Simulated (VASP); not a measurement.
Crystal: Fe.

```
Fe
1.0
     0.00000    1.94174    1.96511
     1.49844    0.00000    1.96511
     1.49844    1.94174    0.00000
Fe
1
Cartesian
  0.0000 0.0000 0.0000
```

| Quantity | Value |
| --- | --- |
| Program | VASP 6.6.1 |
| Task | relaxation of cell and atoms |
| Functional | PBEsol |
| Dispersion | D4 |
| Potentials or basis | VASP PAW PBE potentials, release 64 (Fe) |
| Cutoff | 600 eV |
| k mesh | 13 × 13 × 13 |
| Occupations | fermi-dirac, width 0.05 eV |
| Spin | collinear spin, ferromagnetic start |
| Starting moments | [3.0] μB |

At the start: pressure -12.8 GPa; volume 11.44 Å³/atom.

Problem. How do energy, volume and symmetry change on relaxing?

Solution. Over 11 steps the energy falls by 54.2 meV/atom and the volume is 10.65 Å³/atom (-6.9 %); space group I4/mmm (No. 139, to 0.1 Å) before, Im-3m (No. 229, to 0.1 Å); moment 2.05 μB per cell.

Step by step:
```tsv
step	energy change (eV)	largest force (eV/Å)	pressure (GPa)	volume (Å³)
1	0.0000	0.0000	-12.83	11.44
2	-0.0085	0.0000	18.35	9.98
3	-0.0397	0.0000	1.24	10.61
4	-0.0501	0.0000	1.55	10.59
5	-0.0533	0.0000	2.10	10.56
6	-0.0534	0.0000	2.09	10.55
7	-0.0530	0.0000	-2.72	10.78
8	-0.0541	0.0000	-0.10	10.65
9	-0.0541	0.0000	-0.06	10.65
10	-0.0542	0.0000	0.06	10.65
11	-0.0542	0.0000	-0.03	10.65
```

Final structure:
```yaml
crystal:
  lattice:
    - [0.00000, 1.95873, 1.95961]
    - [1.38698, 0.00000, 1.95961]
    - [1.38698, 1.95873, 0.00000]
  atoms:
    - { symbol: Fe, position: [0.00000, 0.00000, 0.00000] }
```

Caveat: the PAW data sets were made with another functional, which shifts forces and pressure a little.
